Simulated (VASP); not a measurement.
Wanted: the native input for a VASP 6.6.1 run.

```
Task                   : single point
Functional             : PBE
Potentials or basis    : VASP PAW PBE potentials, release 64 (Ba_sv, S)
Cutoff                 : 520 eV
k mesh                 : 8 × 8 × 8
Occupations            : fermi-dirac, width 0.02 eV
Spin                   : no spin polarisation
Dipole correction      : no
Further INCAR settings : ALGO = Normal; EDIFF = 1e-06; NBANDS = 15
```

The structure of BaS lies in POSCAR:

```
BaS
1.0
   -0.0782072295      3.2117958739      3.2117958739
    3.2117958739     -0.0782072295      3.2117958739
    3.1335886444      3.1335886444      0.0000000000
Ba S
1 1
Direct
    0.0000000000      0.0000000000      0.0000000000
    0.5000000000      0.5000000000      0.5000000000
```

This cell differs from its parent crystal: shear xy strain -4.9%.

The input as run:

INCAR

```
  PREC = Accurate
  ENCUT = 520
  EDIFF = 1E-6
  ISMEAR = -1
  SIGMA = 0.02
  LREAL = F
  LASPH = T
  NELM = 100
  ALGO = Normal
  ISIF = 2
  LWAVE = F
  LCHARG = F
  GGA = PE
  NBANDS = 15
```

KPOINTS

```
regular mesh
0
Gamma
  8 8 8
```

Potentials or basis: VASP PAW PBE potentials, release 64 (Ba_sv, S).

Run with:

```console
$ cat potpaw_PBE.64/Ba_sv/POTCAR potpaw_PBE.64/S/POTCAR > POTCAR
$ mpirun -np 1 vasp_std > vasp.out
```

It gave:

* Pressure: 0.6 GPa
* Band gap on the k mesh: 2.06 eV (least direct gap 2.20 eV)

Caveat: the cell differs from its parent crystal (shear xy strain -4.9%); spin-orbit coupling is left out, which moves the levels of the heavy elements.

Run time: 2.6 min on 1 thread of Intel Xeon 8259CL, with other jobs on the host, peak memory 0.26 GiB.
